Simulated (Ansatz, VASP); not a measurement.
In2Au in VASP and in Ansatz

Contents of INCAR:

```
SYSTEM = In2Au
ALGO     = Normal         ! electronic algorithm
EDIFF    = 1E-6           ! SCF threshold, eV
ENCUT    = 520            ! plane-wave cutoff, eV
ISIF     = 2              ! what is computed and relaxed
ISMEAR   = -1             ! smearing method
LASPH    = .True.         ! aspherical terms in the spheres
LCHARG   = .True.         ! write CHGCAR
LELF     = .True.         ! ELF
LREAL    = .False.        ! projectors in reciprocal space
LVHAR    = .True.       
LWAVE    = .False.        ! write WAVECAR
NBANDS   = 26             ! bands
NELM     = 100            ! most SCF steps
PREC     = Accurate       ! precision mode
SIGMA    = 0.05           ! smearing width, eV
```

KPOINTS

```
k-points
0
Gamma
  10 10 10
  0 0 0
```

Contents of POSCAR:

```
In2Au
1.0
    0.0000000000      3.3160200000      3.2510000000
    3.3160200000      0.0000000000      3.2510000000
    3.3160200000      3.3160200000      0.0000000000
In Au
2 1
Direct
    0.2500000000      0.2500000000      0.2500000000
    0.7500000000      0.7500000000      0.7500000000
    0.0000000000      0.0000000000      0.0000000000
```

Input for Ansatz:

```yaml
crystal:
  lattice:
    - [0.0, 3.31602, 3.251]
    - [3.31602, 0.0, 3.251]
    - [3.31602, 3.31602, 0.0]
  atoms:
    - { symbol: In, position: [0.25, 0.25, 0.25] }
    - { symbol: In, position: [0.75, 0.75, 0.75] }
    - { symbol: Au, position: [0.0, 0.0, 0.0] }
kpoints:
  mp_grid: { grid: [10, 10, 10] }
  band_path:
    path:
      - [0.0, 0.0, 0.0]
      - [0.0, 0.5, 0.5]
      - [0.25, 0.75, 0.5]
      - [0.0, 0.5, 0.0]
      - [0.0, 0.0, 0.0]
      - [0.5, 0.5, 0.0]
      - [0.38005, 0.61995, 0.0]
      - [-0.38005, 0.38005, 0.0]
      - [0.0, 0.0, 0.0]
    npoints: 5
scf:
  occupations: { method: fermi_dirac, width: 0.05 }
hamiltonian:
  xc: lda
  pseudopotentials: { kind: all_electron, lapw: { basis_error: 0.0005 } }
output:
  forces: true
  stress: true
  eigenvalues: true
```

Change from the starting cell: equal xx and yy strain of +2 %.

Alike in both runs: task single point; functional LDA; k mesh 10 × 10 × 10; occupations fermi-dirac, width 0.05 eV; no spin polarisation.

|  | VASP | Ansatz |
| --- | --- | --- |
| version | VASP 6.6.1 | Ansatz 0.2.0 |
| potentials or method | VASP PAW LDA potentials, release 64 (In_d, Au), cutoff 520 eV | all-electron LAPW, scalar-relativistic |

```csv
,VASP,Ansatz,Ansatz less VASP
pressure (GPa),-3.6,-3.7,-0.08
"traceless stress, the component that is largest in VASP (GPa)",0.35,0.34,-0.005
```

LDA's correlation is that of Perdew and Zunger in VASP and of Perdew and Wang (1992) in Ansatz. Ansatz ran all-electron here, and VASP with PAW potentials.

Spin-orbit coupling is off throughout.
